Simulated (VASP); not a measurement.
Input of a VASP 6.6.1 run:

INCAR

```
SYSTEM = Al4Co3
  PREC = Accurate
  ENCUT = 520
  EDIFF = 1E-6
  ISMEAR = 0
  SIGMA = 0.1
  LREAL = .False.
  LASPH = .True.
  NELM = 60
  ALGO = Fast
  ISIF = 2
  LWAVE = .False.
  LCHARG = .True.
  LDIPOL = .True.
  IDIPOL = 3
  DIPOL = 0.5 0.5 0.500
  GGA = PS
  LELF = .True.
  LVHAR = .True.
  LVACPOTAV = .True.
  NBANDS = 28
```

File KPOINTS:

```
regular mesh
0
Gamma
  12 12 1
  0 0 0
```

File POSCAR:

```
Al4Co3
1.0
    2.8225855368      0.0000000000      0.0000000000
    0.0000000000      2.8225855368      0.0000000000
    0.0000000000      0.0000000000     23.4677566103
Al Co
4 3
Direct
    0.0000000000      0.0000000000      0.3188247603
    0.0000000000      0.0000000000      0.4391244781
    0.0000000000      0.0000000000      0.5608754935
    0.0000000000      0.0000000000      0.6811752725
    0.5000000000      0.5000000000      0.3752662885
    0.5000000000      0.5000000000      0.4999999439
    0.5000000000      0.5000000000      0.6247337631
```

Potentials or basis: VASP PAW PBE potentials, release 64 (Al, Co).

Command:

```console
$ cat potpaw_PBE.64/Al/POTCAR potpaw_PBE.64/Co/POTCAR > POTCAR
$ mpirun -np 1 vasp_std > vasp.out
```

Question: Estimate the largest force.

Answer: 0.009 eV/Å.

Forces on the atoms (eV/Å):
```
Al   0.000  0.000 -0.005
Al   0.000  0.000 -0.007
Al   0.000  0.000  0.007
Al   0.000  0.000  0.005
Co   0.000  0.000  0.009
Co   0.000  0.000  0.000
Co   0.000  0.000 -0.009
```

Caveat: the PAW data sets were made with another functional, which shifts forces and pressure a little. Spin polarisation is off, so any magnetic state and its effect on volume and gap are missing.
